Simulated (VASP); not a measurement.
# SnO2 (P4_2/mnm) in VASP: a series of runs

The runs below take SnO2 through single point, with r2SCAN.

Program: VASP 6.6.1. These are calculated values, not measurements. Logs are shortened: lines on timing, memory, paths and dates and some standing lists are left out, and cuts for length are marked.

### Step 1. The cell of the first run

Symmetry: P4_2/mnm, No. 136, tetragonal system. The conventional cell has a = 4.760 Å, b = 4.760 Å, c = 3.137 Å, α = 90.00°, β = 90.00°, γ = 90.00°. Within 2.7 Å of Sn (site symmetry mmm) lie 6 O at 2.05 Å. Within 2.7 Å of O (site symmetry m2m) lie 3 Sn at 2.05 Å and 1 O at 2.63 Å.

### Step 2. Single point, r2SCAN

POSCAR

```
SnO2
1.0
    4.7599378643      0.0000000000      0.0000000000
    0.0000000000      4.7599378643      0.0000000000
    0.0000000000      0.0000000000      3.1366965436
Sn O
2 4
Direct
    0.5000000000      0.5000000000      0.5000000000
    0.0000000000      0.0000000000      0.0000000000
    0.3049465894      0.3049465894      0.0000000000
    0.8049465894      0.1950534106      0.5000000000
    0.1950534106      0.8049465894      0.5000000000
    0.6950534106      0.6950534106      0.0000000000
```

INCAR.step1

```
SYSTEM = SnO2
PREC = Accurate
ENCUT = 520
ISMEAR = 0
SIGMA = 0.02
LREAL = .FALSE.
LASPH = .TRUE.
NELM = 100
NBANDS = 35
GGA = PE
ALGO = Normal
EDIFF = 1E-4
LWAVE = .TRUE.
LCHARG = .FALSE.
```

INCAR.step2

```
SYSTEM = SnO2
PREC = Accurate
ENCUT = 520
EDIFF = 1E-7
ISMEAR = 0
SIGMA = 0.02
LREAL = .FALSE.
LASPH = .TRUE.
NELM = 100
ALGO = Normal
ISIF = 2
LWAVE = .FALSE.
LCHARG = .FALSE.
METAGGA = R2SCAN
LMIXTAU = .TRUE.
NBANDS = 35
ISTART = 1
```

KPOINTS

```
regular mesh
0
G
  6 6 8
  0 0 0
```

Potentials or basis: VASP PAW PBE potentials, release 64 (Sn_d, O).

The run is started by

```sh
$ cat potpaw_PBE.64/Sn_d/POTCAR potpaw_PBE.64/O/POTCAR > POTCAR
$ cp INCAR.step1 INCAR
$ mpirun -np 1 vasp_std > vasp.out
$ cp INCAR.step2 INCAR
$ mpirun -np 1 vasp_std > vasp.out
```

OUTCAR:

```text
SYSTEM = SnO2
   PREC = Accurate
   ENCUT = 520
   EDIFF = 1E-7
   ISMEAR = 0
   LREAL = .FALSE.
   LASPH = .TRUE.
   NELM = 100
   ISIF = 2
   METAGGA = R2SCAN
   ISTART = 1

 ion  position               nearest neighbor table
   1  0.500  0.500  0.500-   3 2.05   6 2.05   3 2.05   6 2.05   5 2.05   4 2.05   2 3.71   2 3.71
                             2 3.71   2 3.71   2 3.71   2 3.71   2 3.71   2 3.71
   2  0.000  0.000  0.000-   4 2.05   5 2.05   4 2.05   5 2.05   3 2.05   6 2.05   1 3.71   1 3.71
                             1 3.71   1 3.71   1 3.71   1 3.71   1 3.71   1 3.71
   3  0.305  0.305  0.000-   1 2.05   1 2.05   2 2.05
   4  0.805  0.195  0.500-   2 2.05   2 2.05   1 2.05
   5  0.195  0.805  0.500-   2 2.05   2 2.05   1 2.05
   6  0.695  0.695  0.000-   1 2.05   1 2.05   2 2.05

  LATTYP: Found a simple tetragonal cell.
 ALAT       =     4.7599378643
 C/A-ratio  =     0.6589784642

  Lattice vectors:

 A1 = (   4.7599378643,   0.0000000000,   0.0000000000)
 A2 = (   0.0000000000,   4.7599378643,   0.0000000000)
 A3 = (   0.0000000000,   0.0000000000,   3.1366965436)

Analysis of symmetry for initial positions (statically):
=====================================================================
 Subroutine PRICEL returns:
 Original cell was already a primitive cell.

 Routine SETGRP: Setting up the symmetry group for a
 simple tetragonal supercell.

 Subroutine GETGRP returns: Found 16 space group operations
 (whereof  8 operations were pure point group operations)
 out of a pool of 16 trial point group operations.

The static configuration has the point symmetry D_2h.
 The point group associated with its full space group is D_4h.

Analysis of symmetry for dynamics (positions and initial velocities):
=====================================================================
 Subroutine PRICEL returns:
 Original cell was already a primitive cell.

 Routine SETGRP: Setting up the symmetry group for a
 simple tetragonal supercell.

 Subroutine GETGRP returns: Found 16 space group operations
 (whereof  8 operations were pure point group operations)
 out of a pool of 16 trial point group operations.

The dynamic configuration has the point symmetry D_2h.
 The point group associated with its full space group is D_4h.

 Subroutine INISYM returns: Found 16 space group operations
 (whereof  8 operations are pure point group operations),
 and found     1 'primitive' translations

----------------------------------------------------------------------------------------

                                     Primitive cell

  volume of cell :      71.0682

  direct lattice vectors                    reciprocal lattice vectors
     4.759937864  0.000000000  0.000000000     0.210086776  0.000000000  0.000000000
     0.000000000  4.759937864  0.000000000     0.000000000  0.210086776  0.000000000
     0.000000000  0.000000000  3.136696544     0.000000000  0.000000000  0.318806740

  length of vectors
     4.759937864  4.759937864  3.136696544     0.210086776  0.210086776  0.318806740

  position of ions in fractional coordinates (direct lattice)
     0.500000000  0.500000000  0.500000000
     0.000000000  0.000000000  0.000000000
     0.304946589  0.304946589  0.000000000
     0.804946589  0.195053411  0.500000000
     0.195053411  0.804946589  0.500000000
     0.695053411  0.695053411  0.000000000

  ion indices of the primitive-cell ions
   primitive index   ion index
                 1           1
                 2           2
                 3           3
                 4           4
                 5           5
                 6           6

----------------------------------------------------------------------------------------

 KPOINTS: regular mesh

Automatic generation of k-mesh.
 Grid dimensions read from file:
 generate k-points for:    6    6    8

 Generating k-lattice:

  Cartesian coordinates                     Fractional coordinates (reciprocal lattice)
     0.035014463  0.000000000  0.000000000     0.166666667  0.000000000  0.000000000
     0.000000000  0.035014463  0.000000000     0.000000000  0.166666667  0.000000000
     0.000000000  0.000000000  0.039850843     0.000000000  0.000000000  0.125000000

  Length of vectors
     0.035014463  0.035014463  0.039850843

  Shift w.r.t. Gamma in fractional coordinates (k-lattice)
     0.000000000  0.000000000  0.000000000

 Subroutine IBZKPT returns following result:
 ===========================================

 Found     50 irreducible k-points:

 Following reciprocal coordinates:
            Coordinates               Weight
  0.000000  0.000000  0.000000      1.000000
  0.166667  0.000000  0.000000      4.000000
  0.333333  0.000000  0.000000      4.000000
  0.500000  0.000000  0.000000      2.000000
  0.166667  0.166667  0.000000      4.000000
  0.333333  0.166667  0.000000      8.000000
[... 16 lines left out ...]
  0.333333  0.000000  0.250000      8.000000
  0.500000  0.000000  0.250000      4.000000
 [... further k-points ...]
   k-points           NKPTS =     50   k-points in BZ     NKDIM =     50   number of bands    NBANDS=     35
   number of dos      NEDOS =    301   number of ions     NIONS =      6
   total plane-waves  NPLWV =  31104
   dimension x,y,z NGX =    36 NGY =   36 NGZ =   24
   dimension x,y,z NGXF=    72 NGYF=   72 NGZF=   48
   ions per type =               2   4
   NGX,Y,Z   is equivalent  to a cutoff of  12.57, 12.57, 12.72 a.u.
   NGXF,Y,Z  is equivalent  to a cutoff of  25.15, 25.15, 25.44 a.u.
 SYSTEM =  SnO2
   PREC   = accura    normal or accurate (medium, high low for compatibility)
   ISTART =      1    job   : 0-new  1-cont  2-samecut
   ICHARG =      0    charge: 1-file 2-atom 10-const
   ISPIN  =      1    spin polarized calculation?
   LNONCOLLINEAR =      F non collinear calculations
   LSORBIT =      F    spin-orbit coupling
   LASPH  =      T    aspherical Exc in radial PAW
   ENCUT  =  520.0 eV  38.22 Ry    6.18 a.u.   8.85  8.85  5.83*2*pi/ulx,y,z
   NELM   =    100;   NELMIN=  2; NELMDL=  0     # of ELM steps
   EDIFF  = 0.1E-06   stopping-criterion for ELM
   LREAL  =      F    real-space projection
   EDIFFG = 0.1E-05   stopping-criterion for IOM
   NSW    =      0    number of steps for IOM
   IBRION =     -1    ionic relax: 0-MD 1-quasi-New 2-CG
   NFREE  =      0    steps in history (QN), initial steepest desc. (CG)
   ISIF   =      2    stress and relaxation
   ISYM   =      2    0-nonsym 1-usesym 2-fastsym
   POTIM  = 0.5000    time-step for ionic-motion
   TEBEG  =    0.0;   TEEND  =   0.0 temperature during run
   PSTRESS=    0.0 pullay stress
   NELECT =      52.0000    total number of electrons
   NUPDOWN=      -1.0000    fix difference up-down
   EMIN   =  10.00;   EMAX   =-10.00  energy-range for DOS
   EFERMI =   0.00;   METHOD = LEGACY
   ISMEAR =     0;   SIGMA  =   0.02  broadening in eV -4-tet -1-fermi 0-gaus
   EFERMI_NEDOS =   21; number of points for ismear=-14 and -15
   IALGO  =     38    algorithm
   IMIX   =      4    mixing-type and parameters
     AMIX     =   0.40;   BMIX     =  1.00
     AMIX_MAG =   1.60;   BMIX_MAG =  1.00
  volume/ion in A,a.u.               =      11.84        79.93
  Fermi-wavevector in a.u.,A,eV,Ry     =   1.475200  2.787724 29.609206  2.176215
  Thomas-Fermi vector in A             =   2.589878
   LORBIT       =      0    0 simple, 1 ext, 2 COOP (PROOUT), +10 PAW based schemes
   METAGGA = R2SCAN    functional components
   LHFCALC =     F    Hartree Fock is set to
   AEXX    =    0.0000 exact exchange contribution
   IVDW    =     0    specifies the selected vdW correction
   LEPSILON=     F    determine dielectric tensor
   LRPA    =     F    only Hartree local field effects (RPA)
 non-spin polarized calculation
 Gauss-broadening in eV      SIGMA  =   0.02
  energy-cutoff  :      520.00
  volume of cell :       71.07
 maximum number of plane-waves:      1944
 NGX is ok and might be reduce to    36
   NGX = 17   NGY = 17   NGZ = 11

 number of electron      51.9999985 magnetization

 Free energy of the ion-electron system (eV)
  ---------------------------------------------------
  ext. energy  EPLUGINS =         0.00000000
  ---------------------------------------------------
  free energy    TOTEN  =       -84.57225778 eV

  energy without entropy =      -84.57225778  energy(sigma->0) =      -84.57225778

 E-fermi :   5.9202     XC(G=0): -12.0792

 val. band max:        5.7893019485   @ k =   0.0000   0.0000   0.0000
 cond. band min:       7.8711431722   @ k =   0.0000   0.0000   0.0000
 fundamental gap:      2.0818412237
 Fermi energy:         5.9201655264

 k-point     1 :       0.0000    0.0000    0.0000
  band No.  band energies     occupation
      1     -16.0099      2.00000
      2     -15.0878      2.00000
      3     -14.6855      2.00000
      4     -14.6855      2.00000
      5     -14.6646      2.00000
      6     -14.6037      2.00000
[... 27 lines left out ...]
     34      19.0374      0.00000
     35      19.3239      0.00000

 k-point     2 :       0.1667    0.0000    0.0000
  band No.  band energies     occupation
      1     -15.9616      2.00000
      2     -15.1446      2.00000
      3     -14.6838      2.00000
      4     -14.6837      2.00000
      5     -14.6664      2.00000
      6     -14.6524      2.00000
[... 27 lines left out ...]
     34      18.9641      0.00000
     35      19.3171      0.00000

 k-point     3 :       0.3333    0.0000    0.0000
  band No.  band energies     occupation
      1     -15.8203      2.00000
      2     -15.3415      2.00000
      3     -14.6895      2.00000
      4     -14.6803      2.00000
      5     -14.6802      2.00000
      6     -14.6726      2.00000
[... 27 lines left out ...]
     34      18.8621      0.00000
     35      19.2178      0.00000
[... 723 lines left out ...]
 k-point    23 :       0.3333    0.0000    0.2500
  band No.  band energies     occupation
      1     -15.6915      2.00000
      2     -15.5324      2.00000
      3     -15.1318      2.00000
      4     -14.8181      2.00000
      5     -14.5463      2.00000
      6     -14.5447      2.00000
[... 27 lines left out ...]
     34      19.0382      0.00000
     35      19.1274      0.00000

 k-point    24 :       0.5000    0.0000    0.2500
  band No.  band energies     occupation
      1     -15.6368      2.00000
      2     -15.6368      2.00000
      3     -14.9654      2.00000
      4     -14.9654      2.00000
      5     -14.5413      2.00000
      6     -14.5413      2.00000
[... 27 lines left out ...]
     34      19.1152      0.00000
     35      19.5494      0.00000

 [... further k-points ...]
[... 5 lines left out ...]
  --------------------------------------------------------------------------------------
  -------------------------------------------------------------------------------------
  Total        1.8685680      1.8685680      4.8686832     -0.0000000      0.0000000      0.0000000
  in kB       42.1254367     42.1254367    109.7607405     -0.0000000      0.0000000      0.0000000
  external PRESSURE =      64.6705379 kB  Pullay stress =       0.0000000 kB

 VOLUME and BASIS-vectors are now :
 -----------------------------------------------------------------------------
  energy-cutoff  :      520.00
  volume of cell :       71.07
      direct lattice vectors                 reciprocal lattice vectors
     4.759937864  0.000000000  0.000000000     0.210086776  0.000000000  0.000000000
     0.000000000  4.759937864  0.000000000     0.000000000  0.210086776  0.000000000
     0.000000000  0.000000000  3.136696544     0.000000000  0.000000000  0.318806740

 POSITION                                       TOTAL-FORCE (eV/Angst)
 -----------------------------------------------------------------------------------
      2.37997      2.37997      1.56835         0.000000      0.000000      0.000000
      0.00000      0.00000      0.00000         0.000000      0.000000      0.000000
      1.45153      1.45153      0.00000        -0.027012     -0.027012      0.000000
      3.83150      0.92844      1.56835        -0.027012      0.027012     -0.000000
      0.92844      3.83150      1.56835         0.027012     -0.027012      0.000000
      3.30841      3.30841      0.00000         0.027012      0.027012     -0.000000
 -----------------------------------------------------------------------------------
    total drift:                               -0.000000      0.000000      0.000000

  FREE ENERGIE OF THE ION-ELECTRON SYSTEM (eV)
  ---------------------------------------------------
  free  energy   TOTEN  =       -84.5722577788 eV

  energy  without entropy=      -84.5722577788  energy(sigma->0) =      -84.57225778
```

Run time: 4.6 min. Hardware: 1 thread of Intel Xeon 6975P-C, shared host; peak memory 0.24 GiB.

Results:

```
Free energy            : -84.5723 eV
Pressure               : 6.5 GPa
Largest force          : 0.038 eV/Å
Band gap on the k mesh : 2.08 eV, direct
```

Forces on the atoms (eV/Å):
```
Sn   0.000  0.000  0.000
Sn   0.000  0.000  0.000
O   -0.027 -0.027  0.000
O   -0.027  0.027  0.000
O    0.027 -0.027  0.000
O    0.027  0.027  0.000
```

Caveat: the PAW data sets were made with another functional, which shifts forces and pressure a little; spin-orbit coupling is left out, which moves the levels of the heavy elements. r2SCAN opens gaps a little over a GGA but as a rule still falls short of measured ones.

[end of part 1 of 2]
